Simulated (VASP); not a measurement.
# Al3Ni2 (P-3m1) in VASP: single point with r2SCAN

Aim: the single point of Al3Ni2 with r2SCAN.

Everything below comes from runs of VASP 6.6.1. Logs are shortened: lines on timing, memory, paths and dates and some standing lists are left out, and cuts for length are marked.

## 1. The cell of the first run

Symmetry: P-3m1, No. 164, trigonal system. The conventional cell has a = 4.307 Å, b = 4.307 Å, c = 4.862 Å, α = 90.00°, β = 90.00°, γ = 120.00°. Within 3.4 Å of Al (site symmetry -3m) lie 6 Ni at 2.59 Å and 6 Al at 3.02 Å. Within 3.2 Å of Al (site symmetry 3m) lie 5 Ni at 2.42 to 2.68 Å and 6 Al at 2.88 to 3.02 Å. Within 3.2 Å of Ni (site symmetry 3m) lie 8 Al at 2.42 to 2.68 Å and 3 Ni at 2.86 Å.

## 2. Single point, r2SCAN (strain +0.0750 x Voigt [1, 1, 0, 0, 0, 0])

File POSCAR:

```
Al3Ni2
1.0
    4.3072254643      0.0000000000      0.0000000000
   -2.1536127322      3.7301666719      0.0000000000
    0.0000000000      0.0000000000      4.8615270261
Al Ni
3 2
Direct
    0.0000000000      0.0000000000      0.0000000000
    0.3333333333      0.6666666667      0.6484376367
    0.6666666667      0.3333333333      0.3515623633
    0.3333333333      0.6666666667      0.1462123368
    0.6666666667      0.3333333333      0.8537876632
```

File INCAR.step1:

```
PREC = Accurate ; ENCUT = 520
ISMEAR = 0 ; SIGMA = 0.15
LREAL = False ; LASPH = True
NELM = 80 ; NBANDS = 22
GGA = PE ; ALGO = Normal
EDIFF = 1E-4 ; LWAVE = True
LCHARG = False
```

File INCAR.step2:

```
PREC = Accurate ; ENCUT = 520
EDIFF = 1E-7 ; ISMEAR = 0
SIGMA = 0.15 ; LREAL = False
LASPH = True ; NELM = 80
ALGO = Normal ; ISIF = 2
LWAVE = False ; LCHARG = False
METAGGA = R2SCAN ; LMIXTAU = True
NBANDS = 22 ; ISTART = 1
```

File KPOINTS:

```
regular mesh
0
Gamma
  12 12 10
```

Potentials or basis: VASP PAW PBE potentials, release 64 (Al, Ni).

On the command line:

```bash
$ cat potpaw_PBE.64/Al/POTCAR potpaw_PBE.64/Ni/POTCAR > POTCAR
$ cp INCAR.step1 INCAR
$ mpirun -np 1 vasp_std > vasp.out
$ cp INCAR.step2 INCAR
$ mpirun -np 1 vasp_std > vasp.out
```

OUTCAR:

```text
PREC = Accurate
   ENCUT = 520
   EDIFF = 1E-7
   ISMEAR = 0
   LREAL = False
   LASPH = True
   NELM = 80
   ISIF = 2
   METAGGA = R2SCAN
   ISTART = 1

 ion  position               nearest neighbor table
   1  0.000  0.000  0.000-   4 2.59   5 2.59   5 2.59   4 2.59   5 2.59   4 2.59   2 3.02   3 3.02
                             2 3.02   3 3.02   3 3.02   2 3.02
   2  0.333  0.667  0.648-   4 2.42   4 2.44   5 2.68   5 2.68   5 2.68   3 2.88   3 2.88   3 2.88
                             1 3.02   1 3.02   1 3.02
   3  0.667  0.333  0.352-   5 2.42   5 2.44   4 2.68   4 2.68   4 2.68   2 2.88   2 2.88   2 2.88
                             1 3.02   1 3.02   1 3.02
   4  0.333  0.667  0.146-   2 2.42   2 2.44   1 2.59   1 2.59   1 2.59   3 2.68   3 2.68   3 2.68
                             5 2.86   5 2.86   5 2.86
   5  0.667  0.333  0.854-   3 2.42   3 2.44   1 2.59   1 2.59   1 2.59   2 2.68   2 2.68   2 2.68
                             4 2.86   4 2.86   4 2.86

  LATTYP: Found a hexagonal cell.
 ALAT       =     4.3072254643
 C/A-ratio  =     1.1286910951

  Lattice vectors:

 A1 = (   4.3072254643,   0.0000000000,   0.0000000000)
 A2 = (  -2.1536127322,   3.7301666719,   0.0000000000)
 A3 = (   0.0000000000,   0.0000000000,   4.8615270261)

Analysis of symmetry for initial positions (statically):
=====================================================================
 Subroutine PRICEL returns:
 Original cell was already a primitive cell.

 Routine SETGRP: Setting up the symmetry group for a
 hexagonal supercell.

 Subroutine GETGRP returns: Found 12 space group operations
 (whereof 12 operations were pure point group operations)
 out of a pool of 24 trial point group operations.

The static configuration has the point symmetry D_3d.

Analysis of symmetry for dynamics (positions and initial velocities):
=====================================================================
 Subroutine PRICEL returns:
 Original cell was already a primitive cell.

 Routine SETGRP: Setting up the symmetry group for a
 hexagonal supercell.

 Subroutine GETGRP returns: Found 12 space group operations
 (whereof 12 operations were pure point group operations)
 out of a pool of 24 trial point group operations.

The dynamic configuration has the point symmetry D_3d.

 Subroutine INISYM returns: Found 12 space group operations
 (whereof 12 operations are pure point group operations),
 and found     1 'primitive' translations

----------------------------------------------------------------------------------------

                                     Primitive cell

  volume of cell :      78.1085

  direct lattice vectors                    reciprocal lattice vectors
     4.307225464  0.000000000  0.000000000     0.232168018  0.134042268  0.000000000
    -2.153612732  3.730166672  0.000000000     0.000000000  0.268084536  0.000000000
     0.000000000  0.000000000  4.861527026     0.000000000  0.000000000  0.205696686

  length of vectors
     4.307225464  4.307225464  4.861527026     0.268084536  0.268084536  0.205696686

  position of ions in fractional coordinates (direct lattice)
     0.000000000  0.000000000  0.000000000
     0.333333333  0.666666667  0.648437637
     0.666666667  0.333333333  0.351562363
     0.333333333  0.666666667  0.146212337
     0.666666667  0.333333333  0.853787663

  ion indices of the primitive-cell ions
   primitive index   ion index
                 1           1
                 2           2
                 3           3
                 4           4
                 5           5

----------------------------------------------------------------------------------------

 KPOINTS: regular mesh

Automatic generation of k-mesh.
 Grid dimensions read from file:
 generate k-points for:   12   12   10

 Generating k-lattice:

  Cartesian coordinates                     Fractional coordinates (reciprocal lattice)
     0.019347335  0.011170189  0.000000000     0.083333333  0.000000000  0.000000000
     0.000000000  0.022340378  0.000000000     0.000000000  0.083333333  0.000000000
     0.000000000  0.000000000  0.020569669     0.000000000  0.000000000  0.100000000

  Length of vectors
     0.022340378  0.022340378  0.020569669

  Shift w.r.t. Gamma in fractional coordinates (k-lattice)
     0.000000000  0.000000000  0.000000000

 Subroutine IBZKPT returns following result:
 ===========================================

 Found    162 irreducible k-points:

 Following reciprocal coordinates:
            Coordinates               Weight
  0.000000  0.000000  0.000000      1.000000
  0.083333 -0.000000  0.000000      6.000000
  0.166667  0.000000  0.000000      6.000000
  0.250000 -0.000000  0.000000      6.000000
  0.333333  0.000000  0.000000      6.000000
  0.416667  0.000000  0.000000      6.000000
[... 16 lines left out ...]
  0.166667  0.000000  0.100000      6.000000
  0.000000  0.166667  0.100000      6.000000
 [... further k-points ...]
   k-points           NKPTS =    162   k-points in BZ     NKDIM =    162   number of bands    NBANDS=     22
   number of dos      NEDOS =    301   number of ions     NIONS =      5
   total plane-waves  NPLWV =  36864
   dimension x,y,z NGX =    32 NGY =   32 NGZ =   36
   dimension x,y,z NGXF=    64 NGYF=   64 NGZF=   72
   ions per type =               3   2
   NGX,Y,Z   is equivalent  to a cutoff of  12.35, 12.35, 12.31 a.u.
   NGXF,Y,Z  is equivalent  to a cutoff of  24.70, 24.70, 24.62 a.u.
 SYSTEM =  unknown system
   PREC   = accura    normal or accurate (medium, high low for compatibility)
   ISTART =      1    job   : 0-new  1-cont  2-samecut
   ICHARG =      0    charge: 1-file 2-atom 10-const
   ISPIN  =      1    spin polarized calculation?
   LNONCOLLINEAR =      F non collinear calculations
   LSORBIT =      F    spin-orbit coupling
   LASPH  =      T    aspherical Exc in radial PAW
   ENCUT  =  520.0 eV  38.22 Ry    6.18 a.u.   8.01  8.01  9.04*2*pi/ulx,y,z
   NELM   =     80;   NELMIN=  2; NELMDL=  0     # of ELM steps
   EDIFF  = 0.1E-06   stopping-criterion for ELM
   LREAL  =      F    real-space projection
   EDIFFG = 0.1E-05   stopping-criterion for IOM
   NSW    =      0    number of steps for IOM
   IBRION =     -1    ionic relax: 0-MD 1-quasi-New 2-CG
   NFREE  =      0    steps in history (QN), initial steepest desc. (CG)
   ISIF   =      2    stress and relaxation
   ISYM   =      2    0-nonsym 1-usesym 2-fastsym
   POTIM  = 0.5000    time-step for ionic-motion
   TEBEG  =    0.0;   TEEND  =   0.0 temperature during run
   PSTRESS=    0.0 pullay stress
   NELECT =      29.0000    total number of electrons
   NUPDOWN=      -1.0000    fix difference up-down
   EMIN   =  10.00;   EMAX   =-10.00  energy-range for DOS
   EFERMI =   0.00;   METHOD = LEGACY
   ISMEAR =     0;   SIGMA  =   0.15  broadening in eV -4-tet -1-fermi 0-gaus
   EFERMI_NEDOS =   21; number of points for ismear=-14 and -15
   IALGO  =     38    algorithm
   IMIX   =      4    mixing-type and parameters
     AMIX     =   0.40;   BMIX     =  1.00
     AMIX_MAG =   1.60;   BMIX_MAG =  1.00
  volume/ion in A,a.u.               =      15.62       105.42
  Fermi-wavevector in a.u.,A,eV,Ry     =   1.176634  2.223515 18.836818  1.384467
  Thomas-Fermi vector in A             =   2.312994
   LORBIT       =      0    0 simple, 1 ext, 2 COOP (PROOUT), +10 PAW based schemes
   METAGGA = R2SCAN    functional components
   LHFCALC =     F    Hartree Fock is set to
   AEXX    =    0.0000 exact exchange contribution
   IVDW    =     0    specifies the selected vdW correction
   LEPSILON=     F    determine dielectric tensor
   LRPA    =     F    only Hartree local field effects (RPA)
 non-spin polarized calculation
 Gauss-broadening in eV      SIGMA  =   0.15
  energy-cutoff  :      520.00
  volume of cell :       78.11
 maximum number of plane-waves:      2130
   NGX = 17   NGY = 17   NGZ = 19

 number of electron      29.0000017 magnetization

 Free energy of the ion-electron system (eV)
  ---------------------------------------------------
  ext. energy  EPLUGINS =         0.00000000
  ---------------------------------------------------
  free energy    TOTEN  =       -46.64271446 eV

  energy without entropy =      -46.62728327  energy(sigma->0) =      -46.63499886

 E-fermi :   6.8664     XC(G=0): -11.3659

 val. band max:        6.8523916820   @ k =   0.1667   0.0833   0.3000
 cond. band min:       6.8772382102   @ k =   0.1667   0.0000   0.0000
 fundamental gap:      0.0248465282
 Fermi energy:         6.8664252366

 k-point     1 :       0.0000    0.0000    0.0000
  band No.  band energies     occupation
      1      -3.2505      2.00000
      2       2.3084      2.00000
      3       2.6812      2.00000
      4       3.7802      2.00000
      5       3.7803      2.00000
      6       4.3843      2.00000
[... 14 lines left out ...]
     21      13.7449      0.00000
     22      13.7449      0.00000

 k-point     2 :       0.0833   -0.0000    0.0000
  band No.  band energies     occupation
      1      -3.1718      2.00000
      2       2.3426      2.00000
      3       2.6909      2.00000
      4       3.7426      2.00000
      5       3.8044      2.00000
      6       4.3240      2.00000
[... 14 lines left out ...]
     21      13.2465      0.00000
     22      13.3876      0.00000

 k-point     3 :       0.1667    0.0000    0.0000
  band No.  band energies     occupation
      1      -2.9367      2.00000
      2       2.4101      2.00000
      3       2.6731      2.00000
      4       3.5993      2.00000
      5       3.8760      2.00000
      6       4.1623      2.00000
[... 14 lines left out ...]
     21      12.8375      0.00000
     22      12.8377      0.00000
[... 476 lines left out ...]
 k-point    23 :       0.1667    0.0000    0.1000
  band No.  band energies     occupation
      1      -2.8714      2.00000
      2       1.8943      2.00000
      3       2.8491      2.00000
      4       3.7057      2.00000
      5       3.8943      2.00000
      6       4.1734      2.00000
[... 14 lines left out ...]
     21      12.7033      0.00000
     22      13.3138      0.00000

 k-point    24 :       0.0000    0.1667    0.1000
  band No.  band energies     occupation
      1      -2.8716      2.00000
      2       1.8808      2.00000
      3       3.0138      2.00000
      4       3.5049      2.00000
      5       3.8364      2.00000
      6       4.2025      2.00000
[... 14 lines left out ...]
     21      12.0273      0.00000
     22      12.7700      0.00000

 [... further k-points ...]
[... 5 lines left out ...]
  --------------------------------------------------------------------------------------
  -------------------------------------------------------------------------------------
  Total       -9.1245117     -9.1245117     -3.1808529      0.0000000      0.0000000      0.0000000
  in kB     -187.1637185   -187.1637185    -65.2462594      0.0000000      0.0000000      0.0000000
  external PRESSURE =    -146.5245655 kB  Pullay stress =       0.0000000 kB

 VOLUME and BASIS-vectors are now :
 -----------------------------------------------------------------------------
  energy-cutoff  :      520.00
  volume of cell :       78.11
      direct lattice vectors                 reciprocal lattice vectors
     4.307225464  0.000000000  0.000000000     0.232168018  0.134042268  0.000000000
    -2.153612732  3.730166672  0.000000000     0.000000000  0.268084536  0.000000000
     0.000000000  0.000000000  4.861527026     0.000000000  0.000000000  0.205696686

 POSITION                                       TOTAL-FORCE (eV/Angst)
 -----------------------------------------------------------------------------------
      0.00000      0.00000      0.00000        -0.000000      0.000000      0.000000
     -0.00000      2.48678      3.15240        -0.000000      0.000000      0.047911
      2.15361      1.24339      1.70913         0.000000     -0.000000     -0.047911
     -0.00000      2.48678      0.71082        -0.000000      0.000000     -0.170415
      2.15361      1.24339      4.15071         0.000000      0.000000      0.170415
 -----------------------------------------------------------------------------------
    total drift:                               -0.000000      0.000000      0.000000

  FREE ENERGIE OF THE ION-ELECTRON SYSTEM (eV)
  ---------------------------------------------------
  free  energy   TOTEN  =       -46.6427144615 eV

  energy  without entropy=      -46.6272832677  energy(sigma->0) =      -46.63499886
```

Run time: 8 min. Hardware: 1 thread of Intel Xeon Platinum 8488C (Sapphire Rapids), shared host; peak memory 0.37 GiB.

What came out:

- Free energy: -46.6427 eV
- Pressure: -14.7 GPa
- Largest force: 0.170 eV/Å
- Band gap on the k mesh: zero (an odd number of electrons rules out a gap without spin polarisation)

Forces on the atoms (eV/Å):
```
Al   0.000  0.000  0.000
Al   0.000  0.000  0.048
Al   0.000  0.000 -0.048
Ni   0.000  0.000 -0.170
Ni   0.000  0.000  0.170
```

Levels at points of the mesh, in eV from the Fermi level:
```tsv
k point	band 12	band 13	band 14	band 15	band 16	band 17	band 18	band 19
(0.00, 0.00, 0.00)	-1.43	-1.08	0.87	0.87	2.60	2.60	3.60	3.63
(0.50, 0.00, 0.00)	-1.54	-1.30	-1.20	-0.95	1.50	1.69	2.45	4.84
(0.00, 0.00, 0.50)	-1.45	2.43	2.43	2.62	2.62	3.09	3.69	3.69
(0.50, 0.00, 0.50)	-1.42	-1.41	-0.88	-0.34	1.45	1.85	2.53	7.33
```

Caveat: the cell differs from its parent crystal (strain +0.0750 x Voigt [1, 1, 0, 0, 0, 0]); the stress differs along the axes, from -19 to -7 GPa; the PAW data sets were made with another functional, which shifts forces and pressure a little.

The gap in the log of VASP goes by the Fermi energy; the results here count the filled bands.